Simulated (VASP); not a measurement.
HC10, 22 atoms in the cell. The cell holds a wire or tube with vacuum around it, 22 atoms: a = 8.544 Å, b = 8.872 Å, c = 22.779 Å, α = 90.00°, β = 90.00°, γ = 103.93°. 

* Program: VASP 6.6.1
* Task: single point
* Functional: PBE
* Potentials or basis: VASP PAW PBE potentials, release 64 (C, H)
* Cutoff: 520 eV
* k mesh: 4 × 3 × 1
* Occupations: gaussian, width 0.1 eV
* Spin: no spin polarisation
* Dipole correction: yes
* Further INCAR settings: LREAL = Auto; ALGO = Normal; EDIFF = 1e-06; NBANDS = 58

Potentials or basis: VASP PAW PBE potentials, release 64 (C, H).

The run is started by

```console
$ cat potpaw_PBE.64/C/POTCAR potpaw_PBE.64/H/POTCAR > POTCAR
$ mpirun -np 1 vasp_std > vasp.out
```

Hardware: 1 thread of Intel Xeon 8259CL (shared host).

Problem. Estimate the wall time of this run.

Solution. Wall time 68 min on 1 thread of Intel Xeon 8259CL, with other jobs on the host, peak memory 1.6 GiB. Counts: scf iterations 26, k points 7.
